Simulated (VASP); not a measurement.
# Al (P-1) in VASP: a series of runs

The runs below take Al through single point, relaxation of cell and atoms, with PBE, PBEsol-based global hybrid.

All numbers are computed with VASP 6.6.1; they aren't measurements. Logs are shortened: lines on timing, memory, paths and dates and some standing lists are left out, and cuts for length are marked.

### Step 1. The cell of the first run

The typed cell holds 1 atom: a = 2.824 Å, b = 2.645 Å, c = 2.800 Å, α = 110.77°, β = 108.30°, γ = 109.45°.

### Step 2. Single point, PBE

The input, INCAR:

```
SYSTEM = Al
PREC = Accurate ; ENCUT = 520
EDIFF = 1E-7 ; ISMEAR = 1
SIGMA = 0.1 ; LREAL = .False.
LASPH = .True. ; NELM = 60
ALGO = Fast ; ISIF = 2
LWAVE = .False. ; LCHARG = .False.
GGA = PE ; NBANDS = 8
```

The input, KPOINTS:

```
Automatic mesh
0
Gamma
  16 17 16
  0 0 0
```

The input, POSCAR:

```
Al
1.0
   -1.5759003900      1.6569236100      1.6579838500
    1.4794763400     -1.5976414500      1.5022776300
    1.6144548200      1.6361958800     -1.5987016800
Al
1
Direct
    0.0000000000      0.0000000000      0.0000000000
```

Potentials or basis: VASP PAW PBE potentials, release 64 (Al).

Command:

```console
> cat potpaw_PBE.64/Al/POTCAR > POTCAR
> mpirun -np 1 vasp_std > vasp.out
```

OUTCAR:

```text
SYSTEM = Al
   PREC = Accurate
   ENCUT = 520
   EDIFF = 1E-7
   ISMEAR = 1
   LREAL = .False.
   LASPH = .True.
   NELM = 60
   ISIF = 2
   GGA = PE

 ion  position               nearest neighbor table
   1  0.000  0.000  0.000-

  LATTYP: Found a triclinic cell.
 ALAT       =     2.6454010133
 B/A-ratio  =     1.6944159200
 C/A-ratio  =     1.0676998823
 COS(alpha) =     0.0003266186
 COS(beta)  =     0.3329699808
 COS(gamma) =     0.8117332543

  Lattice vectors:

 A1 = (   1.4794763400,  -1.5976414500,   1.5022776300)
 A2 = (  -0.1349784800,  -3.2338373300,   3.1009793100)
 A3 = (   1.5759003900,  -1.6569236100,  -1.6579838500)

Analysis of symmetry for initial positions (statically):
=====================================================================
 Subroutine PRICEL returns:
 Original cell was already a primitive cell.

 Routine SETGRP: Setting up the symmetry group for a
 triclinic supercell.

 Subroutine GETGRP returns: Found  2 space group operations
 (whereof  2 operations were pure point group operations)
 out of a pool of  2 trial point group operations.

The static configuration has the point symmetry S_2 .

Analysis of symmetry for dynamics (positions and initial velocities):
=====================================================================
 Subroutine PRICEL returns:
 Original cell was already a primitive cell.

 Routine SETGRP: Setting up the symmetry group for a
 triclinic supercell.

 Subroutine GETGRP returns: Found  2 space group operations
 (whereof  2 operations were pure point group operations)
 out of a pool of  2 trial point group operations.

The dynamic configuration has the point symmetry S_2 .

 Subroutine INISYM returns: Found  2 space group operations
 (whereof  2 operations are pure point group operations),
 and found     1 'primitive' translations

----------------------------------------------------------------------------------------

                                     Primitive cell

  volume of cell :      16.0761

  direct lattice vectors                    reciprocal lattice vectors
    -1.575900390  1.656923610  1.657983850     0.005979769  0.297994469  0.311021997
     1.479476340 -1.597641450  1.502277630     0.333519928 -0.009787513  0.326789278
     1.614454820  1.636195880 -1.598701680     0.319605524  0.299847346  0.004126893

  length of vectors
     2.824494350  2.645401013  2.799901496     0.430779693  0.467035941  0.438261512

  position of ions in fractional coordinates (direct lattice)
     0.000000000  0.000000000  0.000000000

  ion indices of the primitive-cell ions
   primitive index   ion index
                 1           1

----------------------------------------------------------------------------------------

 KPOINTS: Automatic mesh

Automatic generation of k-mesh.
 Grid dimensions read from file:
 generate k-points for:   16   17   16

 Generating k-lattice:

  Cartesian coordinates                     Fractional coordinates (reciprocal lattice)
     0.000373736  0.018624654  0.019438875     0.062500000  0.000000000  0.000000000
     0.019618819 -0.000575736  0.019222899     0.000000000  0.058823529  0.000000000
     0.019975345  0.018740459  0.000257931     0.000000000 -0.000000000  0.062500000

  Length of vectors
     0.026923731  0.027472702  0.027391345

  Shift w.r.t. Gamma in fractional coordinates (k-lattice)
     0.000000000  0.000000000  0.000000000

 Subroutine IBZKPT returns following result:
 ===========================================

 Found   2178 irreducible k-points:

 Following reciprocal coordinates:
            Coordinates               Weight
  0.000000  0.000000  0.000000      1.000000
  0.062500  0.000000 -0.000000      2.000000
  0.125000  0.000000 -0.000000      2.000000
  0.187500  0.000000 -0.000000      2.000000
  0.250000  0.000000 -0.000000      2.000000
  0.312500  0.000000  0.000000      2.000000
[... 16 lines left out ...]
 -0.187500  0.058824 -0.000000      2.000000
 -0.125000  0.058824 -0.000000      2.000000
 [... further k-points ...]
   k-points           NKPTS =   2178   k-points in BZ     NKDIM =   2178   number of bands    NBANDS=      8
   number of dos      NEDOS =    301   number of ions     NIONS =      1
   total plane-waves  NPLWV =  11520
   dimension x,y,z NGX =    24 NGY =   20 NGZ =   24
   dimension x,y,z NGXF=    48 NGYF=   40 NGZF=   48
   ions per type =               1
   NGX,Y,Z   is equivalent  to a cutoff of  14.13, 12.57, 14.25 a.u.
   NGXF,Y,Z  is equivalent  to a cutoff of  28.25, 25.14, 28.50 a.u.
 SYSTEM =  Al
   PREC   = accura    normal or accurate (medium, high low for compatibility)
   ISTART =      0    job   : 0-new  1-cont  2-samecut
   ICHARG =      2    charge: 1-file 2-atom 10-const
   ISPIN  =      1    spin polarized calculation?
   LNONCOLLINEAR =      F non collinear calculations
   LSORBIT =      F    spin-orbit coupling
   LASPH  =      T    aspherical Exc in radial PAW
   ENCUT  =  520.0 eV  38.22 Ry    6.18 a.u.   5.25  4.92  5.21*2*pi/ulx,y,z
   NELM   =     60;   NELMIN=  2; NELMDL= -5     # of ELM steps
   EDIFF  = 0.1E-06   stopping-criterion for ELM
   LREAL  =      F    real-space projection
   EDIFFG = 0.1E-05   stopping-criterion for IOM
   NSW    =      0    number of steps for IOM
   IBRION =     -1    ionic relax: 0-MD 1-quasi-New 2-CG
   NFREE  =      0    steps in history (QN), initial steepest desc. (CG)
   ISIF   =      2    stress and relaxation
   ISYM   =      2    0-nonsym 1-usesym 2-fastsym
   POTIM  = 0.5000    time-step for ionic-motion
   TEBEG  =    0.0;   TEEND  =   0.0 temperature during run
   PSTRESS=    0.0 pullay stress
   NELECT =       3.0000    total number of electrons
   NUPDOWN=      -1.0000    fix difference up-down
   EMIN   =  10.00;   EMAX   =-10.00  energy-range for DOS
   EFERMI =   0.00;   METHOD = LEGACY
   ISMEAR =     1;   SIGMA  =   0.10  broadening in eV -4-tet -1-fermi 0-gaus
   EFERMI_NEDOS =   21; number of points for ismear=-14 and -15
   IALGO  =     68    algorithm
   IMIX   =      4    mixing-type and parameters
     AMIX     =   0.40;   BMIX     =  1.00
     AMIX_MAG =   1.60;   BMIX_MAG =  1.00
  volume/ion in A,a.u.               =      16.08       108.49
  Fermi-wavevector in a.u.,A,eV,Ry     =   0.935523  1.767883 11.907874  0.875204
  Thomas-Fermi vector in A             =   2.062440
   LORBIT       =      0    0 simple, 1 ext, 2 COOP (PROOUT), +10 PAW based schemes
   GGA     = PE    functional components
   LHFCALC =     F    Hartree Fock is set to
   AEXX    =    0.0000 exact exchange contribution
   IVDW    =     0    specifies the selected vdW correction
   LEPSILON=     F    determine dielectric tensor
   LRPA    =     F    only Hartree local field effects (RPA)
 non-spin polarized calculation
 RMM-DIIS sequential band-by-band and
 Methfessel and Paxton  Order N= 1 SIGMA  =   0.10
  energy-cutoff  :      520.00
  volume of cell :       16.08
 maximum number of plane-waves:       446
 NGX is ok and might be reduce to    24
   NGX = 11   NGY =  9   NGZ = 11

 number of electron       3.0000000 magnetization

 Free energy of the ion-electron system (eV)
  ---------------------------------------------------
  ext. energy  EPLUGINS =         0.00000000
  ---------------------------------------------------
  free energy    TOTEN  =        -3.63099964 eV

  energy without entropy =       -3.63110951  energy(sigma->0) =       -3.63103627

 E-fermi :   8.2629     XC(G=0): -10.2932

 val. band max:        8.2626430599   @ k =   0.2500   0.0588   0.1875
 cond. band min:       8.2653297984   @ k =  -0.1875  -0.4118   0.3750
 fundamental gap:      0.0026867385
 Fermi energy:         8.2628674935

 k-point     1 :       0.0000    0.0000    0.0000
  band No.  band energies     occupation
      1      -3.0389      2.00000
      2      20.7479      0.00000
      3      21.6159      0.00000
      4      22.1146      0.00000
      5      22.2745      0.00000
      6      22.7831      0.00000
      7      24.2992      0.00000
      8      24.3595      0.00000

 k-point     2 :       0.0625    0.0000   -0.0000
  band No.  band energies     occupation
      1      -2.9316      2.00000
      2      19.1118      0.00000
      3      20.9417      0.00000
      4      21.3033      0.00000
      5      23.2730      0.00000
      6      23.4292      0.00000
      7      24.0280      0.00000
      8      24.6711      0.00000

 k-point     3 :       0.1250    0.0000   -0.0000
  band No.  band energies     occupation
      1      -2.6102      2.00000
      2      16.6181      0.00000
      3      19.9368      0.00000
      4      20.3416      0.00000
      5      22.6842      0.00000
      6      23.9436      0.00000
      7      24.4048      0.00000
      8      25.4886      0.00000

 k-point     4 :       0.1875    0.0000   -0.0000
  band No.  band energies     occupation
      1      -2.0762      2.00000
      2      14.1037      0.00000
      3      19.0220      0.00000
      4      19.4013      0.00000
      5      21.9499      0.00000
      6      23.2350      0.00000
      7      25.2117      0.00000
      8      26.0055      0.00000

 k-point     5 :       0.2500    0.0000   -0.0000
  band No.  band energies     occupation
      1      -1.3318      2.00000
      2      11.6953      0.00000
      3      18.2634      0.00000
      4      18.5732      0.00000
      5      21.2973      0.00000
      6      22.4990      0.00000
      7      25.9499      0.00000
      8      26.7699      0.00000
[... 177 lines left out ...]
 k-point    22 :      -0.2500    0.0588   -0.0000
  band No.  band energies     occupation
      1      -1.6551      2.00000
      2      12.9717      0.00000
      3      18.0357      0.00000
      4      18.3484      0.00000
      5      21.0037      0.00000
      6      24.2519      0.00000
      7      25.5368      0.00000
      8      27.0989      0.00000

 k-point    23 :      -0.1875    0.0588   -0.0000
  band No.  band energies     occupation
      1      -2.2920      2.00000
      2      15.4306      0.00000
      3      18.8472      0.00000
      4      19.2161      0.00000
      5      21.8005      0.00000
      6      23.8439      0.00000
      7      25.5252      0.00000
      8      26.5654      0.00000

 k-point    24 :      -0.1250    0.0588   -0.0000
  band No.  band energies     occupation
      1      -2.7175      2.00000
      2      17.9322      0.00000
      3      19.7653      0.00000
      4      20.2278      0.00000
      5      22.6872      0.00000
      6      23.2350      0.00000
      7      24.9580      0.00000
      8      25.2217      0.00000

 [... further k-points ...]

------------------------ aborting loop because EDIFF is reached ----------------------------------------

  FORCE on cell =-STRESS in cart. coord.  units (eV):
  Direction    XX          YY          ZZ          XY          YZ          ZX
  --------------------------------------------------------------------------------------
  -------------------------------------------------------------------------------------
  Total        0.4375073      0.5080597      0.4140382     -0.1304919     -0.2653624      0.3207438
  in kB       43.6027709     50.6341590     41.2638053    -13.0050613    -26.4464962     31.9659108
  external PRESSURE =      45.1669117 kB  Pullay stress =       0.0000000 kB

 VOLUME and BASIS-vectors are now :
 -----------------------------------------------------------------------------
  energy-cutoff  :      520.00
  volume of cell :       16.08
      direct lattice vectors                 reciprocal lattice vectors
    -1.575900390  1.656923610  1.657983850     0.005979769  0.297994469  0.311021997
     1.479476340 -1.597641450  1.502277630     0.333519928 -0.009787513  0.326789278
     1.614454820  1.636195880 -1.598701680     0.319605524  0.299847346  0.004126893

 POSITION                                       TOTAL-FORCE (eV/Angst)
 -----------------------------------------------------------------------------------
      0.00000      0.00000      0.00000        -0.000000     -0.000000     -0.000000
 -----------------------------------------------------------------------------------
    total drift:                                0.000000     -0.000000      0.000000

  FREE ENERGIE OF THE ION-ELECTRON SYSTEM (eV)
  ---------------------------------------------------
  free  energy   TOTEN  =        -3.6309996421 eV

  energy  without entropy=       -3.6311095123  energy(sigma->0) =       -3.63103627
```

Wall time 2.9 min (1 thread of Intel Xeon Platinum 8488C (Sapphire Rapids), shared host); peak memory 0.34 GiB.

Results:

* Free energy: -3.6310 eV
* Pressure: 4.5 GPa

### Step 3. Single point, PBE

The input, INCAR:

```
  PREC = Accurate
  ENCUT = 520
  EDIFF = 1E-6
  ISMEAR = 1
  SIGMA = 0.1
  LREAL = False
  LASPH = True
  NELM = 100
  ALGO = Fast
  ISIF = 2
  LWAVE = False
  LCHARG = True
  GGA = PE
  LELF = True
  LVHAR = True
  NBANDS = 8
```

The input, KPOINTS:

```
regular mesh
0
Gamma
  19 20 19
```

POSCAR is that of step 2.

Potentials or basis: VASP PAW PBE potentials, release 64 (Al).

Command:

```console
> cat potpaw_PBE.64/Al/POTCAR > POTCAR
> mpirun -np 1 vasp_std > vasp.out
```

It took 3.9 min on 1 thread of Intel Xeon Platinum 8488C (Sapphire Rapids), shared host; peak memory 0.48 GiB.

It converged, with:

- Free energy: -3.6291 eV
- Pressure: 4.4 GPa

Stress tensor (GPa, compression positive):
```
 3.29 -1.68  3.30
-1.68  5.93 -2.60
 3.30 -2.60  4.10
```

Levels at points of the mesh, in eV from the Fermi level:
| k point | band 1 | band 2 | band 3 | band 4 | band 5 |
| --- | --- | --- | --- | --- | --- |
| (0.00, 0.00, 0.00) | -11.31 | 12.47 | 13.34 | 13.84 | 14.00 |
| (0.00, 0.50, 0.00) | -3.91 | -2.94 | 7.13 | 7.47 | 9.05 |

(Part 1 of 2 ends here.)
